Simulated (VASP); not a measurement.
Wanted: the native input for a VASP 6.6.1 run.

```yaml
Task: single point
Functional: PBEsol
Potentials_or_basis: VASP PAW PBE potentials, release 64 (Sb, Ga_d)
Cutoff: 520 eV
k_mesh: 8 × 8 × 8
Occupations: fermi-dirac, width 0.05 eV
Spin: no spin polarisation
Dipole_correction: no
Further_INCAR_settings: ALGO = Normal; EDIFF = 1e-06; NBANDS = 16
```

The structure of GaSb lies in POSCAR:

```
GaSb
1.0
    0.0000000000      3.0792588685      3.0792588685
    3.0792588685      0.0000000000      3.0792588685
    3.0792588685      3.0792588685      0.0000000000
Sb Ga
1 1
Direct
    0.7500000000      0.7500000000      0.7500000000
    0.0000000000      0.0000000000      0.0000000000
```

This cell differs from its parent crystal: volume scaled by 1.02.

One way to write it, as run:

INCAR

```
PREC = Accurate
ENCUT = 520
EDIFF = 1E-6
ISMEAR = -1
SIGMA = 0.05
LREAL = F
LASPH = T
NELM = 100
ALGO = Normal
ISIF = 2
LWAVE = F
LCHARG = F
GGA = PS
NBANDS = 16
```

KPOINTS

```
regular mesh
0
Gamma
  8 8 8
```

Potentials or basis: VASP PAW PBE potentials, release 64 (Sb, Ga_d).

The run is started by

```bash
$ cat potpaw_PBE.64/Sb/POTCAR potpaw_PBE.64/Ga_d/POTCAR > POTCAR
$ mpirun -np 1 vasp_std > vasp.out
```

Results of the run:

```json
{"Pressure": "-1.0 GPa", "Band gap on the k mesh": "zero (filled and empty bands touch)"}
```

Caveat: the PAW data sets were made with another functional, which shifts forces and pressure a little; spin-orbit coupling is left out, which moves the levels of the heavy elements.

It took 32 s on 1 thread of AMD EPYC 7R43 64-Core Processor (Zen 3) (shared host), peak memory 0.14 GiB.
